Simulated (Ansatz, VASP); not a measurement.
# One calculation of ScAl2N3, two programs

```
Sc Al N
1.0
     7.45258    0.00000    0.00000
    -3.72629    6.45413    0.00000
     0.00000    0.00000    3.52314
Sc Al N
1 2 3
Cartesian
  0.0000 0.0000 0.0000
  0.0000 4.3028 0.0000
  3.7263 2.1514 0.0000
  0.0000 4.3028 1.7616
  3.7263 2.1514 1.7616
  0.0000 0.0000 1.7616
```

Alike in both runs: functional PBE; k mesh 6 × 6 × 10; occupations gaussian, width 0.1 eV; no spin polarisation.

Ansatz relaxed the structure, and its values are those at the end. VASP's run is a single point on that final structure, the one shown.

|  | VASP | Ansatz |
| --- | --- | --- |
| version | VASP 6.6.1 | Ansatz 0.2.0 |
| potentials or method | VASP PAW PBE potentials, release 64 (Sc_sv, Al, N), cutoff 520 eV | scalar-relativistic, plane waves, PAW |
| valence electrons in the cell | 32 | 32 |

|  | VASP | Ansatz | Ansatz less VASP |
| --- | --- | --- | --- |
| gap on the k mesh at the Fermi level (eV) | none | none | - |
| pressure (GPa) | 0.1 | 0.0 | -0.13 |

A gap of «none» marks a metal or a gap that the smearing closes.
